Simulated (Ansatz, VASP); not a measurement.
# Two plane-wave programs on ZnO

```xyz
4
Lattice="3.2309 0.0000 0.0000 -1.6155 2.7980 0.0000 0.0000 0.0000 5.2156" Properties=species:S:1:pos:R:3 pbc="T T T"
Zn    0.0000    1.8654   -0.1341
Zn    1.6155    0.9327    2.4737
O     0.0000    1.8654    2.1264
O     1.6155    0.9327    4.7343
```

Change from the starting cell: polar distortion scaled by 0.55.

Alike in both runs: task single point; functional LDA; k mesh 9 × 9 × 6; no spin polarisation.

```csv
,VASP,Ansatz
version,VASP 6.6.1,Ansatz 0.2.0
potentials or method,"VASP PAW LDA potentials, release 64 (Zn, O), cutoff 520 eV","scalar-relativistic, plane waves, PAW"
occupations,"gaussian, width 0.01 eV",fixed
valence electrons in the cell,36,36
```

VASP gave:

```
gap on the k mesh at the Fermi level (eV)                     : 0.83
least direct gap on the mesh (eV)                             : 0.83
pressure (GPa)                                                : -1.0
traceless stress, the component that is largest in VASP (GPa) : -8.12
rms of the force components (eV/Å)                            : 0.364
```

Task: Estimate Ansatz's values.

Result: gap on the k mesh at the Fermi level (eV): 0.81; least direct gap on the mesh (eV): 0.81; pressure (GPa): -2.2; traceless stress, the component that is largest in VASP (GPa): -7.29; rms of the force components (eV/Å): 0.345.

Ansatz warns that its potentials were made for another functional, while VASP's fit it. LDA's correlation is that of Perdew and Zunger in VASP and of Perdew and Wang (1992) in Ansatz. Atom by atom the forces differ by 0.019 eV/Å (rms over components).
